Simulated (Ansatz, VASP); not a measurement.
**LiH in VASP and in Ansatz**

INCAR

```
SYSTEM = LiH
  ALGO = Normal
  DIPOL = 0.5 0.5 0.292
  EDIFF = 1E-6
  ENCUT = 650
  GGA = PE
  GGA_COMPAT = .False.
  IDIPOL = 3
  ISIF = 2
  ISMEAR = 0
  LASPH = .True.
  LCHARG = .False.
  LDIPOL = .True.
  LREAL = .False.
  LWAVE = .False.
  NBANDS = 18
  NELM = 120
  NELMDL = -8
  PREC = Accurate
  SIGMA = 0.1
```

The input KPOINTS:

```
k-points
0
Gamma
  4 6 1
  0 0 0
```

File POSCAR:

```
LiH
1.0
    5.5234210087      0.0000000000      0.0000000000
    0.0000000000      2.7617105043      0.0000000000
    0.0000000000      0.0000000000     29.1370357600
Li H
4 4
Direct
    0.2500000000      0.0000000000      0.2590059405
    0.7500000000      0.0000000000      0.2590059405
    0.5000000000      0.5000000000      0.3244439388
    0.0000000000      0.5000000000      0.3244439388
    0.2500000000      0.0000000000      0.3264380973
    0.7500000000      0.0000000000      0.3264380973
    0.0000000000      0.5000000000      0.2570117821
    0.5000000000      0.5000000000      0.2570117821
```

Input for Ansatz:

```yaml
crystal:
  lattice:
    - [5.5234210087, 0.0, 0.0]
    - [0.0, 2.7617105043, 0.0]
    - [0.0, 0.0, 29.13703576]
  atoms:
    - { symbol: Li, position: [0.25, 0.0, 0.2590059405] }
    - { symbol: Li, position: [0.75, 0.0, 0.2590059405] }
    - { symbol: Li, position: [0.5, 0.5, 0.3244439388] }
    - { symbol: Li, position: [0.0, 0.5, 0.3244439388] }
    - { symbol: H, position: [0.25, 0.0, 0.3264380973] }
    - { symbol: H, position: [0.75, 0.0, 0.3264380973] }
    - { symbol: H, position: [0.0, 0.5, 0.2570117821] }
    - { symbol: H, position: [0.5, 0.5, 0.2570117821] }
  periodic: [true, true, false]
basis:
  ecutwfc: 420
kpoints:
  mp_grid: { grid: [4, 6, 1] }
hamiltonian:
  xc: pbe
scf:
  occupations: { method: gaussian, width: 0.1 }
  lower_state_search: "off"
output:
  forces: true
  stress: true
  eigenvalues: true
```

Alike in both runs: task single point; functional PBE; k mesh 4 × 6 × 1; occupations gaussian, width 0.1 eV; no spin polarisation.

|  | VASP | Ansatz |
| --- | --- | --- |
| version | VASP 6.6.1 | Ansatz 0.2.0 |
| potentials or method | VASP PAW PBE potentials, release 64 (Li_sv, H), cutoff 650 eV | scalar-relativistic, plane waves, PAW |
| valence electrons in the cell | 16 | 16 |

|  | VASP | Ansatz | Ansatz less VASP |
| --- | --- | --- | --- |
| gap on the k mesh at the Fermi level (eV) | 2.05 | 2.05 | -0.002 |
| least direct gap on the mesh (eV) | 3.79 | 3.79 | +0.003 |
